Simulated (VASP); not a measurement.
Input of a VASP 6.6.1 run:

The input INCAR:

```
SYSTEM = Mn
  PREC = Accurate
  ENCUT = 520
  EDIFF = 1E-6
  ISMEAR = -1
  SIGMA = 0.1
  LREAL = .False.
  LASPH = .True.
  NELM = 100
  ALGO = Normal
  ISIF = 2
  LWAVE = .False.
  LCHARG = .True.
  GGA = PE
  LELF = .True.
  LVHAR = .True.
  NBANDS = 34
```

The input KPOINTS:

```
regular mesh
0
Gamma
  16 16 5
  0 0 0
```

The input POSCAR:

```
Mn
1.0
    2.4513283740      0.0000000000      0.0000000000
   -1.2256641870      2.1229126449      0.0000000000
    0.0000000000      0.0000000000      7.9098494474
Mn
4
Direct
    1.0000000000      1.0000000000      0.0000000000
    1.0000000000      1.0000000000      0.5000000000
    0.3333333333      0.6666666667      0.2500000000
    0.6666666667      0.3333333333      0.7500000000
```

Potentials or basis: VASP PAW PBE potentials, release 64 (Mn_pv).

Run with:

```sh
$ cat potpaw_PBE.64/Mn_pv/POTCAR > POTCAR
$ mpirun -np 1 vasp_std > vasp.out
```

(1) What does it give for the band gap on the k mesh?

(2) What does it give for the pressure?

## Answers

(1) zero (bands 26 and 27 overlap by 2.33 eV).

(2) 12.4 GPa.

Caveat: the cell stands under pressure; the run has no spin polarisation, though such a crystal can be magnetic.
